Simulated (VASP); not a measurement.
# ZrH3 (Pm-3m) in VASP: a series of runs

Runs on ZrH3. Level: r2SCAN. Tasks: single point.

All numbers are computed with VASP 6.6.1; they aren't measurements. Logs are shortened: lines on timing, memory, paths and dates and some standing lists are left out, and cuts for length are marked.

## (1) The cell of the first run

It takes space group Pm-3m (No. 221, cubic). The conventional cell has a = 3.049 Å, b = 3.049 Å, c = 3.049 Å, α = 90.00°, β = 90.00°, γ = 90.00°. Zr (site symmetry m-3m) has 12 H at 2.16 Å within 2.9 Å. H (site symmetry 4/mmm) has 4 Zr at 2.16 Å and 8 H at 2.16 Å within 2.9 Å.

## (2) Single point, r2SCAN (7.08 Å³/atom)

Input file POSCAR:

```
ZrH3
1.0
    3.0485776073      0.0000000000      0.0000000000
    0.0000000000      3.0485776073      0.0000000000
    0.0000000000      0.0000000000      3.0485776073
Zr H
1 3
Direct
    0.0000000000      0.0000000000      0.0000000000
    0.0000000000      0.5000000000      0.5000000000
    0.5000000000      0.0000000000      0.5000000000
    0.5000000000      0.5000000000      0.0000000000
```

Input file INCAR.step1:

```
  PREC = Accurate
  ENCUT = 520
  ISMEAR = 0
  SIGMA = 0.1
  LREAL = F
  LASPH = T
  NELM = 60
  NBANDS = 16
  GGA = PE
  ALGO = Normal
  EDIFF = 1E-4
  LWAVE = T
  LCHARG = F
```

Input file INCAR.step2:

```
  PREC = Accurate
  ENCUT = 520
  EDIFF = 1E-6
  ISMEAR = 0
  SIGMA = 0.1
  LREAL = F
  LASPH = T
  NELM = 60
  ALGO = Normal
  ISIF = 2
  LWAVE = F
  LCHARG = T
  METAGGA = R2SCAN
  LMIXTAU = T
  LELF = T
  LVHAR = T
  NBANDS = 16
  ISTART = 1
```

Input file KPOINTS:

```
Automatic mesh
0
Gamma
  14 14 14
```

Potentials or basis: VASP PAW PBE potentials, release 64 (Zr_sv, H).

Launch:

```bash
> cat potpaw_PBE.64/Zr_sv/POTCAR potpaw_PBE.64/H/POTCAR > POTCAR
> cp INCAR.step1 INCAR
> mpirun -np 1 vasp_std > vasp.out
> cp INCAR.step2 INCAR
> mpirun -np 1 vasp_std > vasp.out
```

OUTCAR:

```text
PREC = Accurate
   ENCUT = 520
   EDIFF = 1E-6
   ISMEAR = 0
   LREAL = F
   LASPH = T
   NELM = 60
   ISIF = 2
   METAGGA = R2SCAN
   ISTART = 1

 ion  position               nearest neighbor table
   1  0.000  0.000  0.000-   2 2.16   3 2.16   4 2.16   2 2.16   3 2.16   2 2.16   4 2.16   2 2.16
                             3 2.16   4 2.16   3 2.16   4 2.16
   2  0.000  0.500  0.500-   1 2.16   1 2.16   1 2.16   1 2.16
   3  0.500  0.000  0.500-   1 2.16   1 2.16   1 2.16   1 2.16
   4  0.500  0.500  0.000-   1 2.16   1 2.16   1 2.16   1 2.16

  LATTYP: Found a simple cubic cell.
 ALAT       =     3.0485776073

  Lattice vectors:

 A1 = (   3.0485776073,   0.0000000000,   0.0000000000)
 A2 = (   0.0000000000,   3.0485776073,   0.0000000000)
 A3 = (   0.0000000000,   0.0000000000,   3.0485776073)

Analysis of symmetry for initial positions (statically):
=====================================================================
 Subroutine PRICEL returns:
 Original cell was already a primitive cell.

 Routine SETGRP: Setting up the symmetry group for a
 simple cubic supercell.

 Subroutine GETGRP returns: Found 48 space group operations
 (whereof 48 operations were pure point group operations)
 out of a pool of 48 trial point group operations.

The static configuration has the point symmetry O_h .

Analysis of symmetry for dynamics (positions and initial velocities):
=====================================================================
 Subroutine PRICEL returns:
 Original cell was already a primitive cell.

 Routine SETGRP: Setting up the symmetry group for a
 simple cubic supercell.

 Subroutine GETGRP returns: Found 48 space group operations
 (whereof 48 operations were pure point group operations)
 out of a pool of 48 trial point group operations.

The dynamic configuration has the point symmetry O_h .

 Subroutine INISYM returns: Found 48 space group operations
 (whereof 48 operations are pure point group operations),
 and found     1 'primitive' translations

----------------------------------------------------------------------------------------

                                     Primitive cell

  volume of cell :      28.3329

  direct lattice vectors                    reciprocal lattice vectors
     3.048577607  0.000000000  0.000000000     0.328021828  0.000000000  0.000000000
     0.000000000  3.048577607  0.000000000     0.000000000  0.328021828  0.000000000
[... 88 lines left out ...]
   NELM   =     60;   NELMIN=  2; NELMDL=  0     # of ELM steps
   EDIFF  = 0.1E-05   stopping-criterion for ELM
   LREAL  =      F    real-space projection
   EDIFFG = 0.1E-04   stopping-criterion for IOM
   NSW    =      0    number of steps for IOM
[... 5 lines left out ...]
   TEBEG  =    0.0;   TEEND  =   0.0 temperature during run
   PSTRESS=    0.0 pullay stress
   NELECT =      15.0000    total number of electrons
   NUPDOWN=      -1.0000    fix difference up-down
   EMIN   =  10.00;   EMAX   =-10.00  energy-range for DOS
   EFERMI =   0.00;   METHOD = LEGACY
   ISMEAR =     0;   SIGMA  =   0.10  broadening in eV -4-tet -1-fermi 0-gaus
   EFERMI_NEDOS =   21; number of points for ismear=-14 and -15
   IALGO  =     38    algorithm
   IMIX   =      4    mixing-type and parameters
     AMIX     =   0.40;   BMIX     =  1.00
     AMIX_MAG =   1.60;   BMIX_MAG =  1.00
  volume/ion in A,a.u.               =       7.08        47.80
  Fermi-wavevector in a.u.,A,eV,Ry     =   1.324366  2.502689 23.863872  1.753945
  Thomas-Fermi vector in A             =   2.453906
   LORBIT       =      0    0 simple, 1 ext, 2 COOP (PROOUT), +10 PAW based schemes
   METAGGA = R2SCAN    functional components
   LHFCALC =     F    Hartree Fock is set to
   AEXX    =    0.0000 exact exchange contribution
   IVDW    =     0    specifies the selected vdW correction
   LEPSILON=     F    determine dielectric tensor
   LRPA    =     F    only Hartree local field effects (RPA)
 non-spin polarized calculation
 Gauss-broadening in eV      SIGMA  =   0.10
  energy-cutoff  :      520.00
  volume of cell :       28.33
 maximum number of plane-waves:       784
 NGX is ok and might be reduce to    24
   NGX = 11   NGY = 11   NGZ = 11

 number of electron      15.0000002 magnetization

 Free energy of the ion-electron system (eV)
  ---------------------------------------------------
  ext. energy  EPLUGINS =         0.00000000
  ---------------------------------------------------
  free energy    TOTEN  =       -34.37873528 eV

  energy without entropy =      -34.37668225  energy(sigma->0) =      -34.37770876

 E-fermi :   8.7378     XC(G=0): -12.2150

 val. band max:        8.6672845549   @ k =   0.4286   0.2143   0.2143
 cond. band min:       8.7997743761   @ k =   0.2857   0.2143   0.0000
 fundamental gap:      0.1324898213
 Fermi energy:         8.7377616110

 k-point     1 :       0.0000    0.0000    0.0000
  band No.  band energies     occupation
      1     -42.2691      2.00000
      2     -19.2104      2.00000
      3     -19.2104      2.00000
      4     -19.2104      2.00000
      5      -2.4320      2.00000
      6       3.8505      2.00000
[... 433 lines left out ...]
      3     -19.5139      2.00000
      4     -19.1093      2.00000
      5       0.5045      2.00000
      6       3.4860      2.00000
[... 8 lines left out ...]
     15      23.9041      0.00000
     16      24.6281      0.00000

 [... further k-points ...]

------------------------ aborting loop because EDIFF is reached ----------------------------------------

  FORCE on cell =-STRESS in cart. coord.  units (eV):
  Direction    XX          YY          ZZ          XY          YZ          ZX
  --------------------------------------------------------------------------------------
  -------------------------------------------------------------------------------------
  Total        1.6300151      1.6300151      1.6300151     -0.0000000      0.0000000      0.0000000
  in kB       92.1744242     92.1744242     92.1744242     -0.0000000      0.0000000      0.0000000
  external PRESSURE =      92.1744242 kB  Pullay stress =       0.0000000 kB

 VOLUME and BASIS-vectors are now :
 -----------------------------------------------------------------------------
  energy-cutoff  :      520.00
  volume of cell :       28.33
      direct lattice vectors                 reciprocal lattice vectors
     3.048577607  0.000000000  0.000000000     0.328021828  0.000000000  0.000000000
     0.000000000  3.048577607  0.000000000     0.000000000  0.328021828  0.000000000
     0.000000000  0.000000000  3.048577607     0.000000000  0.000000000  0.328021828

 POSITION                                       TOTAL-FORCE (eV/Angst)
 -----------------------------------------------------------------------------------
      0.00000      0.00000      0.00000         0.000000      0.000000      0.000000
      0.00000      1.52429      1.52429         0.000000      0.000000      0.000000
      1.52429      0.00000      1.52429         0.000000      0.000000      0.000000
      1.52429      1.52429      0.00000         0.000000      0.000000      0.000000
 -----------------------------------------------------------------------------------
    total drift:                                0.000000      0.000000      0.000000

  FREE ENERGIE OF THE ION-ELECTRON SYSTEM (eV)
  ---------------------------------------------------
  free  energy   TOTEN  =       -34.3787352800 eV

  energy  without entropy=      -34.3766822480  energy(sigma->0) =      -34.37770876
```

OSZICAR.step1:

```text
N       E                     dE             d eps       ncg     rms          rms(c)
DAV:   1     0.888472906966E+02    0.88847E+02   -0.75970E+03  3848   0.897E+02
DAV:   2    -0.179501992427E+02   -0.10680E+03   -0.10122E+03  5168   0.253E+02
DAV:   3    -0.210992618172E+02   -0.31491E+01   -0.31244E+01  5288   0.372E+01
DAV:   4    -0.211407646536E+02   -0.41503E-01   -0.41496E-01  4824   0.392E+00
DAV:   5    -0.211413753685E+02   -0.61071E-03   -0.61071E-03  5296   0.353E-01    0.191E+01
DAV:   6    -0.198453286014E+02    0.12960E+01   -0.94305E-01  4368   0.929E+00    0.766E+00
DAV:   7    -0.197109682685E+02    0.13436E+00   -0.37652E-01  4840   0.497E+00    0.130E+00
DAV:   8    -0.197169369718E+02   -0.59687E-02   -0.56345E-02  4592   0.220E+00    0.816E-01
DAV:   9    -0.197158389309E+02    0.10980E-02   -0.29997E-03  4608   0.597E-01    0.712E-02
DAV:  10    -0.197157471522E+02    0.91779E-04   -0.26885E-04  4208   0.131E-01
   1 F= -.19715747E+02 E0= -.19714358E+02  d E =-.277750E-02
```

It took 3.2 min on 1 thread of Oxide Virtual Turin-like, shared host; peak memory 0.15 GiB.

Results:

```
Free energy            : -34.3787 eV
Pressure               : 9.2 GPa
Band gap on the k mesh : zero (an odd number of electrons rules out a gap without spin polarisation)
```

Caveat: the cell stands under pressure; the PAW data sets were made with another functional, which shifts forces and pressure a little.

[end of part 1 of 2]

The gap in the log of VASP goes by the Fermi energy; the results here count the filled bands.